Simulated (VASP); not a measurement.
Wanted: the native input for a VASP 6.6.1 run.

| Quantity | Value |
| --- | --- |
| Task | single point |
| Functional | BLYP |
| Dispersion | D4 |
| Potentials or basis | VASP PAW PBE potentials, release 64 (Pb_d, Se) |
| Cutoff | 520 eV |
| k mesh | 8 × 8 × 8 |
| Occupations | fermi-dirac, width 0.05 eV |
| Spin | no spin polarisation |
| Dipole correction | no |
| Further INCAR settings | ALGO = Normal; EDIFF = 1e-06; NBANDS = 17 |

The structure of PbSe (Clausthalite) lies in POSCAR:

```
PbSe
1.0
    0.0000000000      3.1009263293      3.1009263293
    3.1009263293      0.0000000000      3.1009263293
    3.1009263293      3.1009263293      0.0000000000
Pb Se
1 1
Direct
    0.0000000000      0.0000000000      0.0000000000
    0.5000000000      0.5000000000      0.5000000000
```

These files were run (other wordings do the same):

INCAR

```
PREC = Accurate
ENCUT = 520
EDIFF = 1E-6
ISMEAR = -1
SIGMA = 0.05
LREAL = F
LASPH = T
NELM = 100
ALGO = Normal
ISIF = 2
LWAVE = F
LCHARG = F
GGA = B5
ALDAX = 1.0
AGGAX = 1.0
AGGAC = 1.0
ALDAC = 0.0
IVDW = 13
VDW_S6 = 1.0
VDW_S8 = 2.34076671
VDW_A1 = 0.44488865
VDW_A2 = 4.0933009
NBANDS = 17
```

KPOINTS

```
regular mesh
0
Gamma
  8 8 8
```

Potentials or basis: VASP PAW PBE potentials, release 64 (Pb_d, Se).

Launch:

```console
$ cat potpaw_PBE.64/Pb_d/POTCAR potpaw_PBE.64/Se/POTCAR > POTCAR
$ mpirun -np 1 vasp_std > vasp.out
```

It gave:

```json
{
  "Pressure": "0.5 GPa",
  "Band gap on the k mesh": "0.51 eV, direct",
  "Dispersion energy per atom": "-0.719 eV"
}
```

Caveat: the PAW data sets were made with another functional, which shifts forces and pressure a little; spin-orbit coupling is left out, which moves the levels of the heavy elements.

It took 32 s on 1 thread of AMD EPYC 9R45 96-Core Processor (Zen 5), with other jobs on the host, peak memory 0.19 GiB.
